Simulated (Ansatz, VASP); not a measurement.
# Au: VASP beside Ansatz

File INCAR:

```
SYSTEM = Au
PREC = Accurate ; ENCUT = 520
EDIFF = 1E-8 ; ISMEAR = -1
SIGMA = 0.03 ; LREAL = .False.
LASPH = .True. ; NELM = 80
ALGO = Normal ; ISIF = 2
LWAVE = .False. ; LCHARG = .False.
GGA = PE ; LEFG = .True.
NBANDS = 12
```

KPOINTS

```
Automatic mesh
0
Gamma
  14 14 14
  0 0 0
```

POSCAR

```
Au
1.0
    0.0000000000      2.0362020754      2.0362020754
    2.0362020754      0.0000000000      2.0362020754
    2.0362020754      2.0362020754      0.0000000000
Au
1
Direct
    0.0000000000      0.0000000000      0.0000000000
```

Input for Ansatz:

```yaml
crystal:
  lattice:
    - [0.0, 2.0362020754, 2.0362020754]
    - [2.0362020754, 0.0, 2.0362020754]
    - [2.0362020754, 2.0362020754, 0.0]
  atoms:
    - { symbol: Au, position: [0.0, 0.0, 0.0] }
kpoints:
  mp_grid: { grid: [14, 14, 14] }
scf:
  occupations: { method: fermi_dirac, width: 0.03 }
hamiltonian:
  xc: pbe
  pseudopotentials: { kind: paw }
output:
  forces: true
  stress: true
  eigenvalues: true
  efg: { contact_densities: true }
```

Change from the starting cell: volume scaled by 0.9405, PAW files.

Alike in both runs: task electric field gradients; functional PBE; k mesh 14 × 14 × 14; occupations fermi-dirac, width 0.03 eV; no spin polarisation.

```csv
,VASP,Ansatz
version,VASP 6.6.1,Ansatz 0.2.0
potentials or method,"VASP PAW PBE potentials, release 64 (Au)","PAW with Ansatz's default frozen-core files, scalar-relativistic"
plane-wave cutoff (eV),520,420
valence electrons in the cell,11,19
```

|  | VASP | Ansatz | Ansatz less VASP |
| --- | --- | --- | --- |
| pressure (GPa) | 10.1 | 10.5 | +0.33 |

The functional is the same, so the differences come from potentials, cutoffs and numerics. VASP's potentials hold 11 valence electrons a cell and Ansatz's 19, so a difference there can come from the potentials and not from the codes.

Neither program's run includes spin-orbit coupling.
